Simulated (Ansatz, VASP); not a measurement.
# Si in VASP and in Ansatz

```
CELL_PARAMETERS angstrom
3.70151 -3.83792 0.00000
3.70151 3.83792 0.00000
0.00000 0.00000 6.75362
ATOMIC_POSITIONS crystal
Si 0.69741 0.97848 0.42656
Si 0.97848 0.69741 0.92656
Si 0.30259 0.02152 0.92656
Si 0.69741 0.97848 0.07344
Si 0.30259 0.02152 0.57344
Si 0.02152 0.30259 0.42656
Si 0.97848 0.69741 0.57344
Si 0.02152 0.30259 0.07344
```

Alike in both runs: task relaxation of cell and atoms; functional PBE; k mesh 6 × 6 × 4; occupations gaussian, width 0.02 eV; no spin polarisation.

|  | VASP | Ansatz |
| --- | --- | --- |
| version | VASP 6.6.1 | Ansatz 0.2.0 |
| potentials or method | VASP PAW PBE potentials, release 64 (Si), cutoff 600 eV | scalar-relativistic, plane waves, PAW |
| valence electrons in the cell | 32 | 32 |

|  | VASP | Ansatz | Ansatz less VASP |
| --- | --- | --- | --- |
| gap on the k mesh at the Fermi level, each at its own relaxed structure (eV) | 0.70 | 0.71 | +0.006 |
| relaxed volume (Å³/atom) | 24.03 | 24.06 | +0.037 |
| relaxed length of the cell vector where the two differ most in proportion (Å) | 6.738 | 6.746 | +0.0079 |
